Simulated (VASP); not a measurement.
Crystal: Ge.

```xyz
4
Lattice="3.9976 0.0000 0.0000 -1.9988 3.4620 0.0000 0.0000 0.0000 6.5994" Properties=species:S:1:pos:R:3 pbc="T T T"
Ge    1.9988    1.1540    0.4151
Ge    0.0000    2.3080    3.7148
Ge    1.9988    1.1540    2.8846
Ge    0.0000    2.3080    6.1843
```

This isn't the form of Ge at room conditions, which is diamond.

```yaml
Program: VASP 6.6.1
Task: relaxation of cell and atoms
Functional: BLYP
Dispersion: D3(BJ)
Potentials_or_basis: VASP PAW PBE potentials, release 64 (Ge_d)
Cutoff: 600 eV
k_mesh: 8 × 8 × 4
Occupations: fermi-dirac, width 0.1 eV
Spin: no spin polarisation
```

At the start: pressure 1.8 GPa; volume 22.83 Å³/atom.

Problem. Where does the relaxation end?

Solution. Over 7 steps the energy falls by 3.9 meV/atom and the volume is 23.53 Å³/atom (+3.1 %); space group P6_3/mmc (No. 194, to 0.1 Å) before and after.

Step by step:
```tsv
step	energy change (eV)	largest force (eV/Å)	pressure (GPa)	volume (Å³)
1	0.0000	0.0346	1.81	91.33
2	-0.0150	0.0201	-0.27	94.78
3	-0.0157	0.0097	-0.06	94.23
4	-0.0157	0.0077	0.05	94.13
5	-0.0157	0.0042	-0.04	94.14
6	-0.0157	0.0025	0.07	94.14
7	-0.0157	0.0006	-0.04	94.14
```

Final structure:
```cif
data_structure
_symmetry_space_group_name_H-M 'P 1'
_symmetry_Int_Tables_number 1
_cell_length_a 4.0377
_cell_length_b 4.0377
_cell_length_c 6.6676
_cell_angle_alpha 90.000
_cell_angle_beta 90.000
_cell_angle_gamma 120.000
_cell_volume 94.14
loop_
_atom_site_label
_atom_site_type_symbol
_atom_site_fract_x
_atom_site_fract_y
_atom_site_fract_z
_atom_site_occupancy
Ge1 Ge 0.66667 0.33333 0.06306 1
Ge2 Ge 0.33333 0.66667 0.56306 1
Ge3 Ge 0.66667 0.33333 0.43694 1
Ge4 Ge 0.33333 0.66667 0.93694 1
```

Caveat: the PAW data sets were made with another functional, which shifts forces and pressure a little.
